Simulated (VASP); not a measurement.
# TiO2 (Pbca) in VASP: electric field gradients with r2SCAN

Aim: the electric field gradients of TiO2 with r2SCAN.

All numbers are computed with VASP 6.6.1; they aren't measurements. Logs are shortened: lines on timing, memory, paths and dates and some standing lists are left out, and cuts for length are marked.

## Step 1: The cell of the first run

The structure is orthorhombic, space group Pbca (No. 61). The conventional cell has a = 5.157 Å, b = 9.191 Å, c = 5.463 Å, α = 90.00°, β = 90.00°, γ = 90.00°. Within 2.5 Å of Ti (site symmetry 1) lie 6 O at 1.86 to 2.07 Å. Within 2.6 Å of O (site symmetry 1) lie 3 Ti at 1.86 to 2.02 Å and 2 O at 2.51 to 2.54 Å. Within 2.6 Å of O (site symmetry 1) lie 3 Ti at 1.92 to 2.07 Å and 1 O at 2.54 Å.

## Step 2: Electric field gradients, r2SCAN

File POSCAR:

```
TiO2
1.0
    5.1570000000      0.0000000000      0.0000000000
    0.0000000000      9.1910000000      0.0000000000
    0.0000000000      0.0000000000      5.4630000000
Ti O
8 16
Direct
    0.1388841587      0.1289667645      0.9054172379
    0.6388841587      0.3710332355      0.0945827621
    0.8611158413      0.6289667645      0.5945827621
    0.3611158413      0.8710332355      0.4054172379
    0.8611158413      0.8710332355      0.0945827621
    0.3611158413      0.6289667645      0.9054172379
    0.1388841587      0.3710332355      0.4054172379
    0.6388841587      0.1289667645      0.5945827621
    0.8161176901      0.0096700113      0.8509726598
    0.3161176901      0.4903299887      0.1490273402
    0.1838823099      0.5096700113      0.6490273402
    0.6838823099      0.9903299887      0.3509726598
    0.1838823099      0.9903299887      0.1490273402
    0.6838823099      0.5096700113      0.8509726598
    0.8161176901      0.4903299887      0.3509726598
    0.3161176901      0.0096700113      0.6490273402
    0.4642817632      0.2299264137      0.8915039928
    0.9642817632      0.2700735863      0.1084960072
    0.5357182368      0.7299264137      0.6084960072
    0.0357182368      0.7700735863      0.3915039928
    0.5357182368      0.7700735863      0.1084960072
    0.0357182368      0.7299264137      0.8915039928
    0.4642817632      0.2700735863      0.3915039928
    0.9642817632      0.2299264137      0.6084960072
```

File INCAR.step1:

```
  PREC = Accurate
  ENCUT = 520
  ISMEAR = -1
  SIGMA = 0.02
  LREAL = Auto
  LASPH = True
  NELM = 60
  NBANDS = 114
  GGA = PE
  ALGO = Normal
  EDIFF = 1E-4
  LWAVE = True
  LCHARG = False
  KPAR = 4
```

File INCAR.step2:

```
  PREC = Accurate
  ENCUT = 520
  EDIFF = 1E-8
  ISMEAR = -1
  SIGMA = 0.02
  LREAL = Auto
  LASPH = True
  NELM = 60
  ALGO = Normal
  ISIF = 2
  LWAVE = False
  LCHARG = False
  METAGGA = R2SCAN
  LMIXTAU = True
  LEFG = True
  NBANDS = 114
  ISTART = 1
  KPAR = 4
```

File KPOINTS:

```
regular mesh
0
Gamma
  4 3 4
```

Potentials or basis: VASP PAW PBE potentials, release 64 (Ti_sv, O).

The run is started by

```console
$ cat potpaw_PBE.64/Ti_sv/POTCAR potpaw_PBE.64/O/POTCAR > POTCAR
$ cp INCAR.step1 INCAR
$ mpirun -np 4 vasp_std > vasp.out
$ cp INCAR.step2 INCAR
$ mpirun -np 4 vasp_std > vasp.out
```

OUTCAR:

```text
PREC = Accurate
   ENCUT = 520
   EDIFF = 1E-8
   ISMEAR = -1
   LREAL = Auto
   LASPH = True
   NELM = 60
   ISIF = 2
   METAGGA = R2SCAN
   ISTART = 1

 ion  position               nearest neighbor table
   1  0.139  0.129  0.905-  13 1.86  17 1.92  18 1.93  16 2.00   9 2.02  24 2.07
   2  0.639  0.371  0.095-  14 1.86  18 1.92  17 1.93  15 2.00  10 2.02  23 2.07
   3  0.861  0.629  0.595-  15 1.86  19 1.92  20 1.93  14 2.00  11 2.02  22 2.07
   4  0.361  0.871  0.405-  16 1.86  20 1.92  19 1.93  13 2.00  12 2.02  21 2.07
   5  0.861  0.871  0.095-   9 1.86  21 1.92  22 1.93  12 2.00  13 2.02  20 2.07
   6  0.361  0.629  0.905-  10 1.86  22 1.92  21 1.93  11 2.00  14 2.02  19 2.07
   7  0.139  0.371  0.405-  11 1.86  23 1.92  24 1.93  10 2.00  15 2.02  18 2.07
   8  0.639  0.129  0.595-  12 1.86  24 1.92  23 1.93   9 2.00  16 2.02  17 2.07
   9  0.816  0.010  0.851-   5 1.86   8 2.00   1 2.02
  10  0.316  0.490  0.149-   6 1.86   7 2.00   2 2.02
  11  0.184  0.510  0.649-   7 1.86   6 2.00   3 2.02
  12  0.684  0.990  0.351-   8 1.86   5 2.00   4 2.02
  13  0.184  0.990  0.149-   1 1.86   4 2.00   5 2.02
  14  0.684  0.510  0.851-   2 1.86   3 2.00   6 2.02
[... 8 lines left out ...]
  23  0.464  0.270  0.392-   7 1.92   8 1.93   2 2.07
  24  0.964  0.230  0.608-   8 1.92   7 1.93   1 2.07

  LATTYP: Found a simple orthorhombic cell.
 ALAT       =     5.1570000000
 B/A-ratio  =     1.0593368237
 C/A-ratio  =     1.7822377351

  Lattice vectors:

 A1 = (  -5.1570000000,   0.0000000000,   0.0000000000)
 A2 = (   0.0000000000,   0.0000000000,   5.4630000000)
 A3 = (   0.0000000000,   9.1910000000,   0.0000000000)

Analysis of symmetry for initial positions (statically):
=====================================================================
 Subroutine PRICEL returns:
 Original cell was already a primitive cell.

 Routine SETGRP: Setting up the symmetry group for a
 simple orthorhombic supercell.

 Subroutine GETGRP returns: Found  8 space group operations
 (whereof  2 operations were pure point group operations)
 out of a pool of  8 trial point group operations.

The static configuration has the point symmetry S_2 .
 The point group associated with its full space group is D_2h.

Analysis of symmetry for dynamics (positions and initial velocities):
=====================================================================
 Subroutine PRICEL returns:
 Original cell was already a primitive cell.

 Routine SETGRP: Setting up the symmetry group for a
 simple orthorhombic supercell.

 Subroutine GETGRP returns: Found  8 space group operations
 (whereof  2 operations were pure point group operations)
 out of a pool of  8 trial point group operations.

The dynamic configuration has the point symmetry S_2 .
 The point group associated with its full space group is D_2h.

 Subroutine INISYM returns: Found  8 space group operations
 (whereof  2 operations are pure point group operations),
 and found     1 'primitive' translations

----------------------------------------------------------------------------------------

                                     Primitive cell

  volume of cell :     258.9352

  direct lattice vectors                    reciprocal lattice vectors
     5.157000000  0.000000000  0.000000000     0.193911189  0.000000000  0.000000000
     0.000000000  9.191000000  0.000000000     0.000000000  0.108802089  0.000000000
     0.000000000  0.000000000  5.463000000     0.000000000  0.000000000  0.183049606

  length of vectors
     5.157000000  9.191000000  5.463000000     0.193911189  0.108802089  0.183049606

  position of ions in fractional coordinates (direct lattice)
     0.138884159  0.128966764  0.905417238
     0.638884159  0.371033236  0.094582762
     0.861115841  0.628966764  0.594582762
     0.361115841  0.871033236  0.405417238
     0.861115841  0.871033236  0.094582762
     0.361115841  0.628966764  0.905417238
[... 16 lines left out ...]
     0.464281763  0.270073586  0.391503993
     0.964281763  0.229926414  0.608496007

  ion indices of the primitive-cell ions
   primitive index   ion index
[... 96 lines left out ...]
   ISYM   =      2    0-nonsym 1-usesym 2-fastsym
   POTIM  = 0.5000    time-step for ionic-motion
   TEBEG  =    0.0;   TEEND  =   0.0 temperature during run
   PSTRESS=    0.0 pullay stress
   NELECT =     192.0000    total number of electrons
   NUPDOWN=      -1.0000    fix difference up-down
   EMIN   =  10.00;   EMAX   =-10.00  energy-range for DOS
   EFERMI =   0.00;   METHOD = LEGACY
   ISMEAR =    -1;   SIGMA  =   0.02  broadening in eV -4-tet -1-fermi 0-gaus
   EFERMI_NEDOS =   21; number of points for ismear=-14 and -15
   IALGO  =     38    algorithm
   IMIX   =      4    mixing-type and parameters
     AMIX     =   0.40;   BMIX     =  1.00
     AMIX_MAG =   1.60;   BMIX_MAG =  1.00
  volume/ion in A,a.u.               =      10.79        72.81
  Fermi-wavevector in a.u.,A,eV,Ry     =   1.481761  2.800123 29.873171  2.195616
  Thomas-Fermi vector in A             =   2.595631
   LORBIT       =      0    0 simple, 1 ext, 2 COOP (PROOUT), +10 PAW based schemes
   METAGGA = R2SCAN    functional components
   LHFCALC =     F    Hartree Fock is set to
   AEXX    =    0.0000 exact exchange contribution
   IVDW    =     0    specifies the selected vdW correction
   LEPSILON=     F    determine dielectric tensor
   LRPA    =     F    only Hartree local field effects (RPA)
 non-spin polarized calculation
  energy-cutoff  :      520.00
  volume of cell :      258.94
 maximum number of plane-waves:      7004
 NGX is ok and might be reduce to    40
   NGX = 19   NGY = 35   NGZ = 21

 number of electron     191.9999975 magnetization

 Free energy of the ion-electron system (eV)
  ---------------------------------------------------
  ext. energy  EPLUGINS =         0.00000000
  ---------------------------------------------------
  free energy    TOTEN  =      -279.33500967 eV

  energy without entropy =     -279.33500967  energy(sigma->0) =     -279.33500967

 E-fermi :   4.2338     XC(G=0): -11.8834

 val. band max:        3.7215621939   @ k =   0.0000   0.0000   0.0000
 cond. band min:       6.4699770282   @ k =   0.0000   0.0000   0.0000
 fundamental gap:      2.7484148343
 Fermi energy:         4.2337599457

 k-point     1 :       0.0000    0.0000    0.0000
  band No.  band energies     occupation
      1     -54.9590      2.00000
      2     -54.9491      2.00000
      3     -54.9356      2.00000
      4     -54.9278      2.00000
      5     -54.9274      2.00000
      6     -54.9258      2.00000
[... 1987 lines left out ...]
    107       7.4741      0.00000
    108       7.4741      0.00000
 [bands above 108 left out]

------------------------ aborting loop because EDIFF is reached ----------------------------------------

  FORCE on cell =-STRESS in cart. coord.  units (eV):
  Direction    XX          YY          ZZ          XY          YZ          ZX
  --------------------------------------------------------------------------------------
  -------------------------------------------------------------------------------------
  Total       -1.3691649     -0.1729017     -0.2748847      0.0000000      0.0000000      0.0000000
  in kB       -8.4717913     -1.0698398     -1.7008655      0.0000000      0.0000000      0.0000000
  external PRESSURE =      -3.7474989 kB  Pullay stress =       0.0000000 kB

 VOLUME and BASIS-vectors are now :
 -----------------------------------------------------------------------------
  energy-cutoff  :      520.00
  volume of cell :      258.94
      direct lattice vectors                 reciprocal lattice vectors
     5.157000000  0.000000000  0.000000000     0.193911189  0.000000000  0.000000000
     0.000000000  9.191000000  0.000000000     0.000000000  0.108802089  0.000000000
     0.000000000  0.000000000  5.463000000     0.000000000  0.000000000  0.183049606

 POSITION                                       TOTAL-FORCE (eV/Angst)
 -----------------------------------------------------------------------------------
      0.71623      1.18533      4.94629        -0.032649     -0.005450     -0.101253
      3.29473      3.41017      0.51671        -0.032649      0.005450      0.101253
      4.44077      5.78083      3.24821         0.032649     -0.005450      0.101253
      1.86227      8.00567      2.21479         0.032649      0.005450     -0.101253
      4.44077      8.00567      0.51671         0.032649      0.005450      0.101253
      1.86227      5.78083      4.94629         0.032649     -0.005450     -0.101253
[... 16 lines left out ...]
      2.39430      2.48225      2.13879         0.013315      0.019037     -0.051590
      4.97280      2.11325      3.32421         0.013315     -0.019037      0.051590
 -----------------------------------------------------------------------------------
    total drift:                                0.000000      0.000000      0.000000

  FREE ENERGIE OF THE ION-ELECTRON SYSTEM (eV)
  ---------------------------------------------------
  free  energy   TOTEN  =      -279.3350096660 eV

  energy  without entropy=     -279.3350096660  energy(sigma->0) =     -279.33500967

 Electric field gradients (V/A^2)
---------------------------------------------------------------------
 ion       V_xx      V_yy      V_zz      V_xy      V_xz      V_yz
---------------------------------------------------------------------
   1      -0.062    -8.244     8.305    -4.177    12.820     8.856
   2      -0.062    -8.244     8.305     4.177   -12.820     8.856
   3      -0.062    -8.244     8.305     4.177    12.820    -8.856
   4      -0.062    -8.244     8.305    -4.177   -12.820    -8.856
   5      -0.062    -8.244     8.305    -4.177    12.820     8.856
   6      -0.062    -8.244     8.305     4.177   -12.820     8.856
[... 16 lines left out ...]
  23       3.915    -6.766     2.852    -6.174     1.486   -21.722
  24       3.915    -6.766     2.852     6.174    -1.486   -21.722
---------------------------------------------------------------------

 Electric field gradients after diagonalization (V/A^2)
 (convention: |V_zz| > |V_xx| > |V_yy|)
----------------------------------------------------------------------
 ion       V_xx      V_yy      V_zz     asymmetry (V_yy - V_xx)/ V_zz
----------------------------------------------------------------------
   1     -17.704    -0.825    18.529       0.911
   2     -17.704    -0.825    18.529       0.911
   3     -17.704    -0.825    18.529       0.911
   4     -17.704    -0.825    18.529       0.911
   5     -17.704    -0.825    18.529       0.911
   6     -17.704    -0.825    18.529       0.911
[... 16 lines left out ...]
  23      21.734     3.009   -24.743       0.757
  24      21.734     3.009   -24.743       0.757
----------------------------------------------------------------------

           NMR quadrupolar parameters

 Cq : quadrupolar parameter    Cq=e*Q*V_zz/h
 eta: asymmetry parameters     (V_yy - V_xx)/ V_zz
 Q  : nuclear electric quadrupole moment in mb (millibarn)
----------------------------------------------------------------------
 ion       Cq(MHz)       eta       Q (mb)
----------------------------------------------------------------------
   1       0.045       0.911       1.000
   2       0.045       0.911       1.000
   3       0.045       0.911       1.000
   4       0.045       0.911       1.000
   5       0.045       0.911       1.000
   6       0.045       0.911       1.000
[... 16 lines left out ...]
  23      -0.060       0.757       1.000
  24      -0.060       0.757       1.000
----------------------------------------------------------------------
```

Wall time 19 min (4 MPI ranks of Intel Xeon Platinum 8259CL at 2.50GHz (Skylake/Cascade Lake), shared host); peak memory 0.59 GiB.

Results:

```yaml
Free_energy: -279.3350 eV
Pressure: -0.4 GPa
Largest_force: 0.108 eV/Å
Band_gap_on_the_k_mesh: 2.75 eV
Largest_electric_field_gradient_by_atom: Ti +18.5; O +20.0, -24.7 (each value once) V/Å²
```

Forces on the atoms (eV/Å):
```
Ti  -0.033 -0.005 -0.101
Ti  -0.033  0.005  0.101
Ti   0.033 -0.005  0.101
Ti   0.033  0.005 -0.101
Ti   0.033  0.005  0.101
Ti   0.033 -0.005 -0.101
Ti  -0.033  0.005 -0.101
Ti  -0.033 -0.005  0.101
O    0.059  0.087 -0.026
O    0.059 -0.087  0.026
O   -0.059  0.087  0.026
O   -0.059 -0.087 -0.026
O   -0.059 -0.087  0.026
O   -0.059  0.087 -0.026
O    0.059 -0.087 -0.026
O    0.059  0.087  0.026
O    0.013 -0.019 -0.052
O    0.013  0.019  0.052
O   -0.013 -0.019  0.052
O   -0.013  0.019 -0.052
O   -0.013  0.019  0.052
O   -0.013 -0.019 -0.052
O    0.013  0.019 -0.052
O    0.013 -0.019  0.052
```

Stress tensor (GPa, compression positive):
```
-0.85  0.00  0.00
 0.00 -0.11  0.00
 0.00  0.00 -0.17
```

Levels at points of the mesh, in eV from the valence-band top:
```csv
k point,band 92,band 93,band 94,band 95,band 96,band 97,band 98,band 99,band 100,band 101
"(0.00, 0.00, 0.00)",-0.59,-0.49,-0.21,-0.17,0.00,2.75,3.11,3.27,3.27,3.31
"(0.50, 0.00, 0.00)",-0.63,-0.62,-0.62,-0.18,-0.18,3.04,3.04,3.26,3.26,3.39
"(0.00, 0.00, 0.50)",-0.75,-0.66,-0.66,-0.59,-0.59,3.17,3.17,3.35,3.35,3.43
"(0.50, 0.00, 0.50)",-0.80,-0.68,-0.68,-0.68,-0.68,3.31,3.31,3.31,3.31,3.46
```

Electric field gradients, principal values (V/Å²):
| atom | least | middle | greatest (by size) |
| --- | --- | --- | --- |
| 1 Ti | -0.825 | -17.704 | 18.529 |
| 2 Ti | -0.825 | -17.704 | 18.529 |
| 3 Ti | -0.825 | -17.704 | 18.529 |
| 4 Ti | -0.825 | -17.704 | 18.529 |
| 5 Ti | -0.825 | -17.704 | 18.529 |
| 6 Ti | -0.825 | -17.704 | 18.529 |
| 7 Ti | -0.825 | -17.704 | 18.529 |
| 8 Ti | -0.825 | -17.704 | 18.529 |
| 9 O | -0.006 | -19.955 | 19.962 |
| 10 O | -0.006 | -19.955 | 19.962 |
| 11 O | -0.006 | -19.955 | 19.962 |
| 12 O | -0.006 | -19.955 | 19.962 |
| 13 O | -0.006 | -19.955 | 19.962 |
| 14 O | -0.006 | -19.955 | 19.962 |
| 15 O | -0.006 | -19.955 | 19.962 |
| 16 O | -0.006 | -19.955 | 19.962 |
| 17 O | 3.009 | 21.734 | -24.743 |
| 18 O | 3.009 | 21.734 | -24.743 |
| 19 O | 3.009 | 21.734 | -24.743 |
| 20 O | 3.009 | 21.734 | -24.743 |
| 21 O | 3.009 | 21.734 | -24.743 |
| 22 O | 3.009 | 21.734 | -24.743 |
| 23 O | 3.009 | 21.734 | -24.743 |
| 24 O | 3.009 | 21.734 | -24.743 |

Caveat: without QUAD_EFG the Cq values of the log hold for a quadrupole moment of 1 mb, not for the nuclei; the PAW data sets were made with another functional, which shifts forces and pressure a little.
